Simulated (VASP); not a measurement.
A run of VASP 6.6.1 is set up as follows.

The input INCAR:

```
PREC = Accurate
ENCUT = 520
EDIFF = 1E-7
ISMEAR = -1
SIGMA = 0.05
LREAL = False
LASPH = True
NELM = 150
ALGO = Normal
ISIF = 2
LWAVE = False
LCHARG = False
ISPIN = 2
MAGMOM = 1 1
LORBIT = 11
GGA = PE
NBANDS = 17
```

Contents of KPOINTS:

```
regular mesh
0
Gamma
  1 1 1
```

Contents of POSCAR:

```
O
1.0
    9.0000000000      0.0000000000      0.0000000000
    0.0000000000      9.5000000000      0.0000000000
    0.0000000000      0.0000000000     10.0000000000
O
2
Direct
    0.5000000000      0.5000000000      0.4390965496
    0.5000000000      0.5000000000      0.5609034504
```

Potentials or basis: VASP PAW PBE potentials, release 64 (O).

The run is started by

```console
$ cat potpaw_PBE.64/O/POTCAR > POTCAR
$ mpirun -np 1 vasp_gam > vasp.out
```

(1) Estimate the site moments.

(2) Estimate the gap between the frontier levels.

Results:

(1) O +0.81 μB.

(2) 2.31 eV.

Caveat: the standard files for N, O and F lose accuracy on very short bonds.
